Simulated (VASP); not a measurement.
A run of VASP 6.6.1 is set up as follows.

Contents of INCAR:

```
SYSTEM = RbCl
PREC     = Accurate       ! precision mode
ENCUT    = 500            ! plane-wave cutoff, eV
EDIFF    = 1E-6           ! SCF threshold, eV
ISMEAR   = 1              ! smearing method
SIGMA    = 0.05           ! smearing width, eV
LREAL    = .False.        ! projectors in reciprocal space
LASPH    = .True.         ! aspherical terms in the spheres
NELM     = 120            ! most SCF steps
ALGO     = Normal         ! electronic algorithm
ISIF     = 2              ! what is computed and relaxed
LWAVE    = .False.        ! write WAVECAR
LCHARG   = .True.         ! write CHGCAR
GGA      = PE             ! functional
LELF     = .True.         ! ELF
LVHAR    = .True.       
NBANDS   = 15             ! bands
GGA_COMPAT= .False.
```

File KPOINTS:

```
regular mesh
0
Gamma
  12 12 12
  0 0 0
```

Contents of POSCAR:

```
RbCl
1.0
    0.0000000000      3.3492011595      3.3492011595
    3.3492011595      0.0000000000      3.3492011595
    3.3492011595      3.3492011595      0.0000000000
Rb Cl
1 1
Direct
    0.0000000000      0.0000000000      0.0000000000
    0.5000000000      0.5000000000      0.5000000000
```

Potentials or basis: VASP PAW PBE potentials, release 64 (Rb_sv, Cl).

Launch:

```console
$ cat potpaw_PBE.64/Rb_sv/POTCAR potpaw_PBE.64/Cl/POTCAR > POTCAR
$ mpirun -np 1 vasp_std > vasp.out
```

Problem. What does it give for the pressure?

Solution. 0.0 GPa.

Problem. Estimate the band gap on the k mesh.

Solution. 4.83 eV.

A k mesh can miss the band edges.
